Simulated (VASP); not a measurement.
# SiC in VASP: further runs, part 2 of 2

VASP 6.6.1. The steps go on from the part before.

**3. Single point, r2SCAN (strain along [111] -6.0%)**

Contents of POSCAR:

```
SiC
1.0
   -0.0866864835      2.0913658667      2.0913658667
    2.0913658667     -0.0866864835      2.0913658667
    2.0913658667      2.0913658667     -0.0866864835
Si C
1 1
Direct
   -0.0026964242     -0.0026964242     -0.0026964242
    0.2526964242      0.2526964242      0.2526964242
```

Contents of INCAR.step1:

```
SYSTEM = SiC
ALGO = Normal ; EDIFF = 1E-4
ENCUT = 520 ; GGA = PE
ISMEAR = 0 ; LASPH = .TRUE.
LCHARG = .FALSE. ; LREAL = .FALSE.
LWAVE = .TRUE. ; NBANDS = 11
NELM = 60 ; PREC = Accurate
SIGMA = 0.01
```

Contents of INCAR.step2:

```
SYSTEM = SiC
ALGO = Normal ; EDIFF = 1E-6
ENCUT = 520 ; ISIF = 2
ISMEAR = 0 ; ISTART = 1
LASPH = .TRUE. ; LCHARG = .TRUE.
LELF = .TRUE. ; LMIXTAU = .TRUE.
LREAL = .FALSE. ; LVHAR = .TRUE.
LWAVE = .FALSE. ; METAGGA = R2SCAN
NBANDS = 11 ; NELM = 60
PREC = Accurate ; SIGMA = 0.01
```

Contents of KPOINTS:

```
k-points
0
G
  10 10 10
  0 0 0
```

Potentials or basis: VASP PAW PBE potentials, release 64 (Si, C).

Run with:

```console
> cat potpaw_PBE.64/Si/POTCAR potpaw_PBE.64/C/POTCAR > POTCAR
> cp INCAR.step1 INCAR
> mpirun -np 1 vasp_std > vasp.out
> cp INCAR.step2 INCAR
> mpirun -np 1 vasp_std > vasp.out
```

OUTCAR:

```text
SYSTEM = SiC
   EDIFF = 1E-6
   ENCUT = 520
   ISIF = 2
   ISMEAR = 0
   ISTART = 1
   LASPH = .TRUE.
   LREAL = .FALSE.
   METAGGA = R2SCAN
   NELM = 60
   PREC = Accurate

 ion  position               nearest neighbor table
   1  0.997  0.997  0.997-   2 1.81   2 1.86   2 1.86   2 1.86
   2  0.253  0.253  0.253-   1 1.81   1 1.86   1 1.86   1 1.86

  LATTYP: Found a trigonal (rhomboedric) cell.
 ALAT       =     2.9589080627
 COS(alpha) =     0.4581567277

  Lattice vectors:

 A1 = (  -0.0866864835,   2.0913658667,   2.0913658667)
 A2 = (   2.0913658667,  -0.0866864835,   2.0913658667)
 A3 = (   2.0913658667,   2.0913658667,  -0.0866864835)

Analysis of symmetry for initial positions (statically):
=====================================================================
 Subroutine PRICEL returns:
 Original cell was already a primitive cell.

 Routine SETGRP: Setting up the symmetry group for a
 trigonal (rhombohedral) supercell.

 Subroutine GETGRP returns: Found  6 space group operations
 (whereof  6 operations were pure point group operations)
 out of a pool of 12 trial point group operations.

The static configuration has the point symmetry C_3v.

[... 164 lines left out ...]
 cond. band min:      10.2825468933   @ k =   0.5000   0.5000  -0.0000
 fundamental gap:      1.1141364459
 Fermi energy:         9.2813140768

 k-point     1 :       0.0000    0.0000    0.0000
  band No.  band energies     occupation
      1      -7.9884      2.00000
      2       8.4879      2.00000
      3       8.4879      2.00000
      4       9.1684      2.00000
      5      15.6916      0.00000
      6      16.5784      0.00000
      7      16.5784      0.00000
      8      18.6985      0.00000
      9      24.3222      0.00000
     10      24.3222      0.00000
     11      27.4107      0.00000
[... 309 lines left out ...]
 k-point    24 :       0.4000    0.3000   -0.0000
  band No.  band energies     occupation
      1      -4.5821      2.00000
      2       2.7200      2.00000
      3       5.0675      2.00000
      4       6.2711      2.00000
      5      12.0926      0.00000
      6      15.1012      0.00000
      7      21.5607      0.00000
      8      22.4018      0.00000
      9      24.4314      0.00000
     10      28.5804      0.00000
     11      31.8686      0.00000

 [... further k-points ...]
[... 5 lines left out ...]
  --------------------------------------------------------------------------------------
  -------------------------------------------------------------------------------------
  Total        1.9226705      1.9226705      1.9226705      1.3961688      1.3961688      1.3961688
  in kB      158.5309525    158.5309525    158.5309525    115.1190340    115.1190340    115.1190340
  external PRESSURE =     158.5309525 kB  Pullay stress =       0.0000000 kB

 VOLUME and BASIS-vectors are now :
 -----------------------------------------------------------------------------
  energy-cutoff  :      520.00
  volume of cell :       19.43
      direct lattice vectors                 reciprocal lattice vectors
    -0.086686483  2.091365867  2.091365867    -0.224704549  0.234421238  0.234421238
     2.091365867 -0.086686483  2.091365867     0.234421238 -0.224704549  0.234421238
     2.091365867  2.091365867 -0.086686483     0.234421238  0.234421238 -0.224704549

 POSITION                                       TOTAL-FORCE (eV/Angst)
 -----------------------------------------------------------------------------------
      4.08500      4.08500      4.08500         0.003969      0.003969      0.003969
      1.03506      1.03506      1.03506        -0.003969     -0.003969     -0.003969
 -----------------------------------------------------------------------------------
    total drift:                                0.000015      0.000015      0.000015

  FREE ENERGIE OF THE ION-ELECTRON SYSTEM (eV)
  ---------------------------------------------------
  free  energy   TOTEN  =       -19.1830387424 eV

  energy  without entropy=      -19.1830387424  energy(sigma->0) =      -19.18303874
```

OUTCAR.step1:

```text
SYSTEM = SiC
   EDIFF = 1E-4
   ENCUT = 520
   GGA = PE
   ISMEAR = 0
   LASPH = .TRUE.
   LREAL = .FALSE.
[... 558 lines left out ...]
      4.08500      4.08500      4.08500        -0.038795     -0.038795     -0.038795
      1.03506      1.03506      1.03506         0.038795      0.038795      0.038795
 -----------------------------------------------------------------------------------
    total drift:                               -0.002783     -0.002783     -0.002783

  FREE ENERGIE OF THE ION-ELECTRON SYSTEM (eV)
  ---------------------------------------------------
  free  energy   TOTEN  =       -14.8911704816 eV

  energy  without entropy=      -14.8911704816  energy(sigma->0) =      -14.89117048
```

Run time: 36 s. Hardware: 1 thread of Intel Xeon 6975P-C (Granite Rapids), shared host; peak memory 0.15 GiB.

What came out:

```yaml
Free_energy: -19.1830 eV
Pressure: 15.9 GPa
Largest_force: 0.007 eV/Å
Band_gap_on_the_k_mesh: 1.11 eV, indirect (least direct gap 4.59 eV)
```

Forces in eV/Å, atoms in the order of the input:
```
Si   0.004  0.004  0.004
C   -0.004 -0.004 -0.004
```

Caveat: the cell differs from its parent crystal (strain along [111] -6.0%); the PAW data sets were made with another functional, which shifts forces and pressure a little.

**4. Single point, r2SCAN (epitaxial 111 strain +6.0%)**

Contents of POSCAR:

```
SiC
1.0
   -0.1007967016      2.2075031792      2.2075031792
    2.2075031792     -0.1007967016      2.2075031792
    2.2075031792      2.2075031792     -0.1007967016
Si C
1 1
Direct
   -0.0013882869     -0.0013882869     -0.0013882869
    0.2513882869      0.2513882869      0.2513882869
```

Contents of INCAR.step1:

```
SYSTEM = SiC
PREC     = Accurate       ! precision mode
ENCUT    = 520            ! plane-wave cutoff, eV
ISMEAR   = 0              ! smearing method
SIGMA    = 0.01           ! smearing width, eV
LREAL    = .False.        ! projectors in reciprocal space
LASPH    = .True.         ! aspherical terms in the spheres
NELM     = 60             ! most SCF steps
NBANDS   = 11             ! bands
GGA      = PE             ! functional
ALGO     = Normal         ! electronic algorithm
EDIFF    = 1E-4           ! SCF threshold, eV
LWAVE    = .True.         ! write WAVECAR
LCHARG   = .False.        ! write CHGCAR
```

Contents of INCAR.step2:

```
SYSTEM = SiC
PREC     = Accurate       ! precision mode
ENCUT    = 520            ! plane-wave cutoff, eV
EDIFF    = 1E-6           ! SCF threshold, eV
ISMEAR   = 0              ! smearing method
SIGMA    = 0.01           ! smearing width, eV
LREAL    = .False.        ! projectors in reciprocal space
LASPH    = .True.         ! aspherical terms in the spheres
NELM     = 60             ! most SCF steps
ALGO     = Normal         ! electronic algorithm
ISIF     = 2              ! what is computed and relaxed
LWAVE    = .False.        ! write WAVECAR
LCHARG   = .False.        ! write CHGCAR
METAGGA  = R2SCAN         ! meta-GGA
LMIXTAU  = .True.       
NBANDS   = 11             ! bands
ISTART   = 1
```

Contents of KPOINTS:

```
regular mesh
0
Gamma
  10 10 10
  0 0 0
```

Run with:

```console
> cat potpaw_PBE.64/Si/POTCAR potpaw_PBE.64/C/POTCAR > POTCAR
> cp INCAR.step1 INCAR
> mpirun -np 1 vasp_std > vasp.out
> cp INCAR.step2 INCAR
> mpirun -np 1 vasp_std > vasp.out
```

Run time: 26 s. Hardware: 1 thread of Intel Xeon 6975P-C (Granite Rapids), shared host; peak memory 0.15 GiB.

Results (log left out):

- Free energy: -19.0785 eV
- Pressure: -18.9 GPa
- Largest force: 0.006 eV/Å
- Band gap on the k mesh: 1.41 eV, indirect (least direct gap 4.42 eV)

Forces on the atoms (eV/Å):
```
Si  -0.004 -0.004 -0.004
C    0.004  0.004  0.004
```

Stress tensor (GPa, compression positive):
```
-18.93   9.47   9.47
  9.47 -18.93   9.47
  9.47   9.47 -18.93
```

Levels at points of the mesh, in eV from the valence-band top:
| k point | band 1 | band 2 | band 3 | band 4 | band 5 | band 6 | band 7 | band 8 | band 9 |
| --- | --- | --- | --- | --- | --- | --- | --- | --- | --- |
| (0.00, 0.00, 0.00) | -15.65 | -0.40 | -0.40 | 0.00 | 4.77 | 6.40 | 6.40 | 8.29 | 14.34 |
| (0.50, 0.00, 0.00) | -12.55 | -8.59 | -1.27 | -1.13 | 4.96 | 6.86 | 7.61 | 10.17 | 15.66 |
| (0.50, 0.50, 0.00) | -11.04 | -7.99 | -3.74 | -3.01 | 1.41 | 4.29 | 13.04 | 13.53 | 14.70 |
| (0.50, 0.50, 0.50) | -11.92 | -8.36 | -1.73 | -1.73 | 3.79 | 6.48 | 6.48 | 9.71 | 15.96 |

Caveat: the cell differs from its parent crystal (epitaxial 111 strain +6.0%); the PAW data sets were made with another functional, which shifts forces and pressure a little.

**5. Overview**

```csv
cell,gap on the mesh (eV),pressure (GPa),largest force (eV/Å)
"a = 3.144, b = 3.144, c = 3.080 Å, angles 60.7, 60.7, 58.7°, 2 atoms",1.53,-8.7,-
"a = 2.959 Å, angles 62.7°, 2 atoms",1.11,15.9,0.01
"a = 3.124 Å, angles 63.0°, 2 atoms",1.41,-18.9,0.01
```

Alike in all rows: task single point; level r2SCAN; potentials or basis VASP PAW PBE potentials, release 64 (Si, C); no spin polarisation; k mesh 10 × 10 × 10; cutoff (eV) 520; smearing gaussian 0.01 eV.

Caveats: the PAW data sets were made with another functional, which shifts forces and pressure a little.

Total energies depend on the potentials used, so only differences within one code and one set of settings carry meaning.
